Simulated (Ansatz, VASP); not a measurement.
Two plane-wave programs on Rb

```
CELL_PARAMETERS angstrom
0.00000 4.86225 4.86225
4.86225 0.00000 4.86225
4.86225 4.86225 0.00000
ATOMIC_POSITIONS crystal
Rb 0.12500 0.12500 0.12500
Rb 0.87500 0.87500 0.87500
```

Alike in both runs: task single point; functional PBEsol; k mesh 6 × 6 × 6; occupations fermi-dirac, width 0.1 eV; no spin polarisation.

|  | VASP | Ansatz |
| --- | --- | --- |
| version | VASP 6.6.1 | Ansatz 0.2.0 |
| potentials or method | VASP PAW PBE potentials, release 64 (Rb_sv), cutoff 520 eV | plane waves (420 eV) with PAW, scalar-relativistic |
| valence electrons in the cell | 18 | 18 |

|  | VASP | Ansatz | Ansatz less VASP |
| --- | --- | --- | --- |
| pressure (GPa) | 0.2 | 0.2 | 0.00 |

VASP's potentials were made for PBE, not for PBEsol, and Ansatz warns of the same on its side. With one functional, cell and mesh, what is left measures potentials, basis and numerics.
